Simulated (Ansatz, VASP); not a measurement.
# SnO: VASP beside Ansatz

INCAR

```
  PREC = Accurate
  ENCUT = 520
  EDIFF = 1E-6
  ISMEAR = 0
  SIGMA = 0.05
  LREAL = F
  LASPH = T
  NELM = 60
  ALGO = Normal
  ISIF = 2
  LWAVE = F
  LCHARG = F
  NBANDS = 28
```

KPOINTS

```
Automatic mesh
0
Gamma
  8 6 6
```

File POSCAR:

```
SnO
1.0
    3.2947296765      0.0345498169      0.1196505400
    0.0584318814      5.6708029998      0.0118825040
    0.1505693704      0.0088414973      3.9880210846
Sn O
2 2
Direct
    0.0079723308      0.2317168930      0.5112960176
    0.5055998716      0.7799418829      0.0088818814
   -0.0058205024      0.8874335333      0.7392167085
    0.4922483000      0.1009076909      0.2406073925
```

Input for Ansatz:

```yaml
crystal:
  lattice:
    - [3.2947296765, 0.0345498169, 0.11965054]
    - [0.0584318814, 5.6708029998, 0.011882504]
    - [0.1505693704, 0.0088414973, 3.9880210846]
  atoms:
    - { symbol: Sn, position: [0.0079723308, 0.231716893, 0.5112960176] }
    - { symbol: Sn, position: [0.5055998716, 0.7799418829, 0.0088818814] }
    - { symbol: O, position: [-0.0058205024, 0.8874335333, 0.7392167085] }
    - { symbol: O, position: [0.4922483, 0.1009076909, 0.2406073925] }
basis:
  ecutwfc: 420
kpoints:
  mp_grid: { grid: [8, 6, 6] }
hamiltonian:
  xc: lda
scf:
  occupations: { method: gaussian, width: 0.05 }
output:
  forces: true
  stress: true
  eigenvalues: true
```

Change from the starting cell: all atoms moved at random (sigma 0.03 Å a component), cell strained at random (sigma 0.03).

Alike in both runs: task single point; functional LDA; k mesh 8 × 6 × 6; occupations gaussian, width 0.05 eV; no spin polarisation.

```csv
,VASP,Ansatz
version,VASP 6.6.1,Ansatz 0.2.0
potentials or method,"VASP PAW LDA potentials, release 64 (Sn_d, O), cutoff 520 eV","scalar-relativistic, plane waves, PAW"
valence electrons in the cell,40,40
```

Ansatz gave:

```
gap on the k mesh at the Fermi level (eV)                     : 1.37
least direct gap on the mesh (eV)                             : 2.05
pressure (GPa)                                                : 4.2
traceless stress, the component that is largest in VASP (GPa) : -6.18
rms of the force components (eV/Å)                            : 0.933
```

Problem. Estimate VASP's values.

Solution. gap on the k mesh at the Fermi level (eV): 1.34; least direct gap on the mesh (eV): 2.02; pressure (GPa): 4.6; traceless stress, the component that is largest in VASP (GPa): -6.31; rms of the force components (eV/Å): 0.979.

LDA's correlation is that of Perdew and Zunger in VASP and of Perdew and Wang (1992) in Ansatz. Atom by atom the forces differ by 0.057 eV/Å (rms over components).
